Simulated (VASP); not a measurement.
# CdO2 (P-3m1) in VASP: further runs

The runs below take CdO2 through single point, with r2SCAN.

Everything below comes from runs of VASP 6.6.1. Logs are shortened: lines on timing, memory, paths and dates and some standing lists are left out, and cuts for length are marked.

## 1. The cell of the first run

Symmetry: P-3m1, No. 164, trigonal system. The conventional cell has a = 3.405 Å, b = 3.405 Å, c = 4.063 Å, α = 90.00°, β = 90.00°, γ = 120.00°. Within 2.9 Å of Cd (site symmetry -3m) lie 6 O at 2.20 Å. O (site symmetry 3m) has 3 Cd at 2.20 Å and 6 O at 2.79 to 2.86 Å within 2.9 Å.

## 2. Single point, r2SCAN

Contents of POSCAR:

```
CdO2
1.0
    3.4052666187      0.0000000000      0.0000000000
   -1.7026333094      2.9490469190      0.0000000000
    0.0000000000      0.0000000000      4.0633976275
Cd O
1 2
Direct
    0.0000000000      0.0000000000      0.0000000000
    0.6666666667      0.3333333333      0.7557810000
    0.3333333333      0.6666666667      0.2442190000
```

Contents of INCAR.step1:

```
PREC = Accurate ; ENCUT = 520
ISMEAR = 0 ; SIGMA = 0.02
LREAL = False ; LASPH = True
NELM = 100 ; NBANDS = 19
GGA = PE ; ALGO = Normal
EDIFF = 1E-4 ; LWAVE = True
LCHARG = False
```

Contents of INCAR.step2:

```
PREC = Accurate ; ENCUT = 520
EDIFF = 1E-6 ; ISMEAR = 0
SIGMA = 0.02 ; LREAL = False
LASPH = True ; NELM = 100
ALGO = Normal ; ISIF = 2
LWAVE = False ; LCHARG = False
METAGGA = R2SCAN ; LMIXTAU = True
NBANDS = 19 ; ISTART = 1
```

Contents of KPOINTS:

```
regular mesh
0
Gamma
  10 10 7
```

Potentials or basis: VASP PAW PBE potentials, release 64 (Cd, O).

On the command line:

```sh
cat potpaw_PBE.64/Cd/POTCAR potpaw_PBE.64/O/POTCAR > POTCAR
cp INCAR.step1 INCAR
mpirun -np 1 vasp_std > vasp.out
cp INCAR.step2 INCAR
mpirun -np 1 vasp_std > vasp.out
```

OUTCAR:

```text
PREC = Accurate
   ENCUT = 520
   EDIFF = 1E-6
   ISMEAR = 0
   LREAL = False
   LASPH = True
   NELM = 100
   ISIF = 2
   METAGGA = R2SCAN
   ISTART = 1

 ion  position               nearest neighbor table
   1  0.000  0.000  0.000-   3 2.20   2 2.20   3 2.20   2 2.20   2 2.20   3 2.20
   2  0.667  0.333  0.756-   1 2.20   1 2.20   1 2.20
   3  0.333  0.667  0.244-   1 2.20   1 2.20   1 2.20

  LATTYP: Found a hexagonal cell.
 ALAT       =     3.4052666187
 C/A-ratio  =     1.1932685697

  Lattice vectors:

 A1 = (   3.4052666187,   0.0000000000,   0.0000000000)
 A2 = (  -1.7026333094,   2.9490469190,   0.0000000000)
 A3 = (   0.0000000000,   0.0000000000,   4.0633976275)

Analysis of symmetry for initial positions (statically):
=====================================================================
 Subroutine PRICEL returns:
 Original cell was already a primitive cell.

 Routine SETGRP: Setting up the symmetry group for a
 hexagonal supercell.

 Subroutine GETGRP returns: Found 12 space group operations
 (whereof 12 operations were pure point group operations)
 out of a pool of 24 trial point group operations.

The static configuration has the point symmetry D_3d.

Analysis of symmetry for dynamics (positions and initial velocities):
=====================================================================
 Subroutine PRICEL returns:
 Original cell was already a primitive cell.

 Routine SETGRP: Setting up the symmetry group for a
 hexagonal supercell.

 Subroutine GETGRP returns: Found 12 space group operations
 (whereof 12 operations were pure point group operations)
 out of a pool of 24 trial point group operations.

The dynamic configuration has the point symmetry D_3d.

 Subroutine INISYM returns: Found 12 space group operations
 (whereof 12 operations are pure point group operations),
 and found     1 'primitive' translations

----------------------------------------------------------------------------------------

                                     Primitive cell

  volume of cell :      40.8058

  direct lattice vectors                    reciprocal lattice vectors
     3.405266619  0.000000000  0.000000000     0.293662762  0.169546302  0.000000000
    -1.702633309  2.949046919  0.000000000     0.000000000  0.339092604  0.000000000
     0.000000000  0.000000000  4.063397627     0.000000000  0.000000000  0.246099469

  length of vectors
     3.405266619  3.405266204  4.063397627     0.339092563  0.339092604  0.246099469

  position of ions in fractional coordinates (direct lattice)
     0.000000000  0.000000000  0.000000000
     0.666666667  0.333333333  0.755781000
     0.333333333  0.666666667  0.244219000

  ion indices of the primitive-cell ions
   primitive index   ion index
                 1           1
                 2           2
                 3           3

----------------------------------------------------------------------------------------

 KPOINTS: regular mesh

Automatic generation of k-mesh.
 Grid dimensions read from file:
 generate k-points for:   10   10    7

 Generating k-lattice:

  Cartesian coordinates                     Fractional coordinates (reciprocal lattice)
     0.029366276  0.016954630  0.000000000     0.100000000  0.000000000  0.000000000
     0.000000000  0.033909260  0.000000000     0.000000000  0.100000000  0.000000000
     0.000000000  0.000000000  0.035157067     0.000000000  0.000000000  0.142857143

  Length of vectors
     0.033909256  0.033909260  0.035157067

  Shift w.r.t. Gamma in fractional coordinates (k-lattice)
     0.000000000  0.000000000  0.000000000

 Subroutine IBZKPT returns following result:
 ===========================================

 Found     80 irreducible k-points:

 Following reciprocal coordinates:
            Coordinates               Weight
  0.000000  0.000000  0.000000      1.000000
  0.100000  0.000000  0.000000      6.000000
  0.200000  0.000000  0.000000      6.000000
  0.300000 -0.000000  0.000000      6.000000
  0.400000  0.000000  0.000000      6.000000
  0.500000  0.000000  0.000000      3.000000
[... 16 lines left out ...]
  0.000000  0.400000  0.142857      6.000000
  0.500000  0.000000  0.142857      6.000000
 [... further k-points ...]
   k-points           NKPTS =     80   k-points in BZ     NKDIM =     80   number of bands    NBANDS=     19
   number of dos      NEDOS =    301   number of ions     NIONS =      3
   total plane-waves  NPLWV =  23520
   dimension x,y,z NGX =    28 NGY =   28 NGZ =   30
   dimension x,y,z NGXF=    56 NGYF=   56 NGZF=   60
   ions per type =               1   2
   NGX,Y,Z   is equivalent  to a cutoff of  13.67, 13.67, 12.27 a.u.
   NGXF,Y,Z  is equivalent  to a cutoff of  27.34, 27.34, 24.55 a.u.
 SYSTEM =  unknown system
   PREC   = accura    normal or accurate (medium, high low for compatibility)
   ISTART =      1    job   : 0-new  1-cont  2-samecut
   ICHARG =      0    charge: 1-file 2-atom 10-const
   ISPIN  =      1    spin polarized calculation?
   LNONCOLLINEAR =      F non collinear calculations
   LSORBIT =      F    spin-orbit coupling
   LASPH  =      T    aspherical Exc in radial PAW
   ENCUT  =  520.0 eV  38.22 Ry    6.18 a.u.   6.33  6.33  7.56*2*pi/ulx,y,z
   NELM   =    100;   NELMIN=  2; NELMDL=  0     # of ELM steps
   EDIFF  = 0.1E-05   stopping-criterion for ELM
   LREAL  =      F    real-space projection
   EDIFFG = 0.1E-04   stopping-criterion for IOM
   NSW    =      0    number of steps for IOM
   IBRION =     -1    ionic relax: 0-MD 1-quasi-New 2-CG
   NFREE  =      0    steps in history (QN), initial steepest desc. (CG)
   ISIF   =      2    stress and relaxation
   ISYM   =      2    0-nonsym 1-usesym 2-fastsym
   POTIM  = 0.5000    time-step for ionic-motion
   TEBEG  =    0.0;   TEEND  =   0.0 temperature during run
   PSTRESS=    0.0 pullay stress
   NELECT =      24.0000    total number of electrons
   NUPDOWN=      -1.0000    fix difference up-down
   EMIN   =  10.00;   EMAX   =-10.00  energy-range for DOS
   EFERMI =   0.00;   METHOD = LEGACY
   ISMEAR =     0;   SIGMA  =   0.02  broadening in eV -4-tet -1-fermi 0-gaus
   EFERMI_NEDOS =   21; number of points for ismear=-14 and -15
   IALGO  =     38    algorithm
   IMIX   =      4    mixing-type and parameters
     AMIX     =   0.40;   BMIX     =  1.00
     AMIX_MAG =   1.60;   BMIX_MAG =  1.00
  volume/ion in A,a.u.               =      13.60        91.79
  Fermi-wavevector in a.u.,A,eV,Ry     =   1.371633  2.592010 25.597683  1.881377
  Thomas-Fermi vector in A             =   2.497312
   LORBIT       =      0    0 simple, 1 ext, 2 COOP (PROOUT), +10 PAW based schemes
   METAGGA = R2SCAN    functional components
   LHFCALC =     F    Hartree Fock is set to
   AEXX    =    0.0000 exact exchange contribution
   IVDW    =     0    specifies the selected vdW correction
   LEPSILON=     F    determine dielectric tensor
   LRPA    =     F    only Hartree local field effects (RPA)
 non-spin polarized calculation
 Gauss-broadening in eV      SIGMA  =   0.02
  energy-cutoff  :      520.00
  volume of cell :       40.81
 maximum number of plane-waves:      1110
 NGX is ok and might be reduce to    28
   NGX = 13   NGY = 13   NGZ = 15

 number of electron      24.0000003 magnetization

 Free energy of the ion-electron system (eV)
  ---------------------------------------------------
  ext. energy  EPLUGINS =         0.00000000
  ---------------------------------------------------
  free energy    TOTEN  =       -31.84258949 eV

  energy without entropy =      -31.84175535  energy(sigma->0) =      -31.84217242

 E-fermi :  -0.4301     XC(G=0): -11.1090

 val. band max:       -0.4301758945   @ k =   0.1000   0.0000   0.1429
 cond. band min:      -0.4287866245   @ k =   0.0000   0.0000   0.0000
 fundamental gap:      0.0013892701
 Fermi energy:        -0.4300654052

 k-point     1 :       0.0000    0.0000    0.0000
  band No.  band energies     occupation
      1     -18.9701      2.00000
      2     -17.3875      2.00000
      3      -8.1763      2.00000
      4      -8.1763      2.00000
      5      -7.7682      2.00000
      6      -7.0502      2.00000
[... 11 lines left out ...]
     18      15.6464      0.00000
     19      19.3048      0.00000

 k-point     2 :       0.1000    0.0000    0.0000
  band No.  band energies     occupation
      1     -18.9096      2.00000
      2     -17.4328      2.00000
      3      -8.1189      2.00000
      4      -8.0669      2.00000
      5      -7.7137      2.00000
      6      -7.0778      2.00000
[... 11 lines left out ...]
     18      15.5586      0.00000
     19      18.7436      0.00000

 k-point     3 :       0.2000    0.0000    0.0000
  band No.  band energies     occupation
      1     -18.7433      2.00000
      2     -17.5522      2.00000
      3      -7.9720      2.00000
      4      -7.8031      2.00000
      5      -7.5542      2.00000
      6      -7.1396      2.00000
[... 11 lines left out ...]
     18      15.2870      0.00000
     19      16.9697      0.00000

 k-point     4 :       0.3000   -0.0000    0.0000
  band No.  band energies     occupation
      1     -18.5143      2.00000
      2     -17.7100      2.00000
      3      -7.8146      2.00000
      4      -7.6386      2.00000
      5      -7.2967      2.00000
      6      -7.1046      2.00000
[... 11 lines left out ...]
     18      15.5563      0.00000
     19      15.7443      0.00000

 k-point     5 :       0.4000    0.0000    0.0000
  band No.  band energies     occupation
      1     -18.2786      2.00000
      2     -17.8763      2.00000
      3      -7.7315      2.00000
      4      -7.6767      2.00000
      5      -7.1713      2.00000
      6      -6.9414      2.00000
[... 11 lines left out ...]
     18      14.5321      0.00000
     19      16.0342      0.00000
[... 334 lines left out ...]
      2     -17.7219      2.00000
      3      -7.8380      2.00000
      4      -7.7202      2.00000
      5      -7.2241      2.00000
      6      -7.1550      2.00000
[... 11 lines left out ...]
     18      15.8599      0.00000
     19      17.0309      0.00000

 k-point    22 :       0.4000    0.0000    0.1429
  band No.  band energies     occupation
      1     -18.2231      2.00000
      2     -17.9294      2.00000
      3      -7.7353      2.00000
      4      -7.6830      2.00000
      5      -7.1415      2.00000
      6      -6.9463      2.00000
[... 11 lines left out ...]
     18      15.9219      0.00000
     19      16.5855      0.00000

 k-point    23 :       0.0000    0.4000    0.1429
  band No.  band energies     occupation
      1     -18.2879      2.00000
      2     -17.8548      2.00000
      3      -7.7555      2.00000
      4      -7.7343      2.00000
      5      -7.1400      2.00000
      6      -6.9380      2.00000
[... 11 lines left out ...]
     18      16.0887      0.00000
     19      16.6074      0.00000

 k-point    24 :       0.5000    0.0000    0.1429
  band No.  band energies     occupation
      1     -18.1193      2.00000
      2     -17.9975      2.00000
      3      -7.7527      2.00000
      4      -7.7295      2.00000
      5      -7.0930      2.00000
      6      -6.8762      2.00000
[... 11 lines left out ...]
     18      16.0753      0.00000
     19      16.4558      0.00000

 [... further k-points ...]
[... 5 lines left out ...]
  --------------------------------------------------------------------------------------
  -------------------------------------------------------------------------------------
  Total       -0.5579057     -0.5579055     -1.3919206      0.0000000     -0.0000000     -0.0000000
  in kB      -21.9053012    -21.9052941    -54.6516037      0.0000000     -0.0000000     -0.0000000
  external PRESSURE =     -32.8207330 kB  Pullay stress =       0.0000000 kB

 VOLUME and BASIS-vectors are now :
 -----------------------------------------------------------------------------
  energy-cutoff  :      520.00
  volume of cell :       40.81
      direct lattice vectors                 reciprocal lattice vectors
     3.405266619  0.000000000  0.000000000     0.293662762  0.169546302  0.000000000
    -1.702633309  2.949046919  0.000000000     0.000000000  0.339092604  0.000000000
     0.000000000  0.000000000  4.063397627     0.000000000  0.000000000  0.246099469

 POSITION                                       TOTAL-FORCE (eV/Angst)
 -----------------------------------------------------------------------------------
      0.00000      0.00000      0.00000         0.000000      0.000000      0.000000
      1.70263      0.98302      3.07104         0.000000     -0.000000     -0.235148
     -0.00000      1.96603      0.99236        -0.000000      0.000000      0.235148
 -----------------------------------------------------------------------------------
    total drift:                                0.000000     -0.000000      0.000000

  FREE ENERGIE OF THE ION-ELECTRON SYSTEM (eV)
  ---------------------------------------------------
  free  energy   TOTEN  =       -31.8425894856 eV

  energy  without entropy=      -31.8417553485  energy(sigma->0) =      -31.84217242
```

Wall time 5.9 min (1 thread of Intel Xeon 8259CL, shared host); peak memory 0.21 GiB.

What came out:

```
Free energy            : -31.8426 eV
Pressure               : -3.3 GPa
Largest force          : 0.235 eV/Å
Band gap on the k mesh : zero (bands 12 and 13 overlap by 0.79 eV)
```

Forces on the atoms (eV/Å):
```
Cd   0.000  0.000  0.000
O    0.000  0.000 -0.235
O    0.000  0.000  0.235
```

Levels at points of the mesh, in eV from the Fermi level:
| k point | band 9 | band 10 | band 11 | band 12 | band 13 | band 14 | band 15 | band 16 |
| --- | --- | --- | --- | --- | --- | --- | --- | --- |
| (0.00, 0.00, 0.00) | -1.07 | -1.07 | -0.04 | -0.04 | 0.00 | 4.11 | 9.30 | 15.01 |
| (0.50, 0.00, 0.00) | -2.59 | -2.50 | -1.75 | -0.20 | 0.43 | 8.37 | 10.10 | 13.70 |

Caveat: the cell stands under tension; semilocal functionals underestimate gaps, and a narrow one can read as zero; the PAW data sets were made with another functional, which shifts forces and pressure a little.

## 3. Single point, r2SCAN

This run uses another cell than the first one, of 13.89 Å³/atom.

Contents of POSCAR:

```
CdO2
1.0
    3.4292481597      0.0000000000      0.0000000000
   -1.7146240798      2.9698155394      0.0000000000
    0.0000000000      0.0000000000      4.0920140466
Cd O
1 2
Direct
    0.0000000000      0.0000000000      0.0000000000
    0.6666666667      0.3333333333      0.7557810000
    0.3333333333      0.6666666667      0.2442190000
```

Contents of INCAR.step1:

```
PREC = Accurate
ENCUT = 520
ISMEAR = 0
SIGMA = 0.02
LREAL = F
LASPH = T
NELM = 80
NBANDS = 19
GGA = PE
ALGO = Normal
EDIFF = 1E-4
LWAVE = T
LCHARG = F
```

Contents of INCAR.step2:

```
PREC = Accurate
ENCUT = 520
EDIFF = 1E-6
ISMEAR = 0
SIGMA = 0.02
LREAL = F
LASPH = T
NELM = 80
ALGO = Normal
ISIF = 2
LWAVE = F
LCHARG = T
METAGGA = R2SCAN
LMIXTAU = T
LELF = T
LVHAR = T
NBANDS = 19
ISTART = 1
```

KPOINTS is that of step 2.

Potentials or basis: VASP PAW PBE potentials, release 64 (Cd, O).

On the command line:

```sh
cat potpaw_PBE.64/Cd/POTCAR potpaw_PBE.64/O/POTCAR > POTCAR
cp INCAR.step1 INCAR
mpirun -np 1 vasp_std > vasp.out
cp INCAR.step2 INCAR
mpirun -np 1 vasp_std > vasp.out
```

It took 6.5 min on 1 thread of Intel Xeon 8259CL, shared host; peak memory 0.21 GiB.

It converged, with:

```
Free energy            : -31.8202 eV
Pressure               : -5.3 GPa
Largest force          : 0.109 eV/Å
Band gap on the k mesh : zero (bands 12 and 13 overlap by 0.75 eV)
```

Forces in eV/Å, atoms in the order of the input:
```
Cd   0.000  0.000  0.000
O    0.000  0.000 -0.109
O    0.000  0.000  0.109
```

Stress tensor (GPa, compression positive):
```
-4.54  0.00  0.00
 0.00 -4.54  0.00
 0.00  0.00 -6.69
```

Levels at points of the mesh, in eV from the Fermi level:
```csv
k point,band 10,band 11,band 12,band 13,band 14,band 15
"(0.00, 0.00, 0.00)",-1.02,-0.06,-0.06,0.02,4.02,9.27
"(0.50, 0.00, 0.00)",-2.41,-1.67,-0.19,0.41,8.22,9.99
```

Caveat: the cell stands under tension; semilocal functionals underestimate gaps, and a narrow one can read as zero; the PAW data sets were made with another functional, which shifts forces and pressure a little.

(Continued in part 2 of 2.)
